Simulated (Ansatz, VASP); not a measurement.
One calculation of Sn, two programs

```
Sn
1.0
     0.00000    3.28405    3.28405
     3.28405    0.00000    3.28405
     3.28405    3.28405    0.00000
Sn
2
Cartesian
  3.2841 3.2841 3.2841
  4.9261 4.9261 4.9261
```

Alike in both runs: task single point; functional r2SCAN; k mesh 8 × 8 × 8; occupations fermi-dirac, width 0.1 eV; no spin polarisation.

|  | VASP | Ansatz |
| --- | --- | --- |
| version | VASP 6.6.1 | Ansatz 0.2.0 |
| potentials or method | VASP PAW PBE potentials, release 64 (Sn_d), cutoff 520 eV | plane waves (600 eV) with PAW, scalar-relativistic |
| valence electrons in the cell | 28 | 28 |

|  | VASP | Ansatz | Ansatz less VASP |
| --- | --- | --- | --- |
| pressure (GPa) | 0.0 | 0.0 | +0.03 |

VASP's potentials were made for PBE, not for r2SCAN. With one functional, cell and mesh, what is left measures potentials, basis and numerics.
